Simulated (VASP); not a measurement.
A run of VASP 6.6.1 is set up as follows.

The input INCAR:

```
PREC = Accurate ; ENCUT = 520
EDIFF = 1E-6 ; ISMEAR = -1
SIGMA = 0.03 ; LREAL = F
LASPH = T ; NELM = 150
ALGO = Normal ; ISIF = 2
LWAVE = F ; LCHARG = F
ISPIN = 2 ; MAGMOM = 7 0 0
LORBIT = 11 ; LMAXMIX = 6
GGA = PS ; NBANDS = 33
```

File KPOINTS:

```
Automatic mesh
0
Gamma
  8 8 5
```

POSCAR

```
GdGa2
1.0
    4.2230000000      0.0000000000      0.0000000000
   -2.1115000000      3.6572252802      0.0000000000
    0.0000000000      0.0000000000      4.1370000000
Gd Ga
1 2
Direct
    0.0000000000      0.0000000000      0.0000000000
    0.3333333333      0.6666666667      0.5000000000
    0.6666666667      0.3333333333      0.5000000000
```

Potentials or basis: VASP PAW PBE potentials, release 64 (Gd, Ga_d).

Command:

```console
$ cat potpaw_PBE.64/Gd/POTCAR potpaw_PBE.64/Ga_d/POTCAR > POTCAR
$ mpirun -np 1 vasp_std > vasp.out
```

What does it give for the net moment?

7.13 μB per cell.

Estimate the pressure.

-2.2 GPa.

Predict the site moments.

Gd +6.83; Ga -0.02 μB.

Stress tensor (GPa, compression positive):
```
-2.45  0.00  0.00
 0.00 -2.45  0.00
 0.00  0.00 -1.69
```

Caveat: the PAW data sets were made with another functional, which shifts forces and pressure a little. The state reached can hang on the start; a lower one may exist.
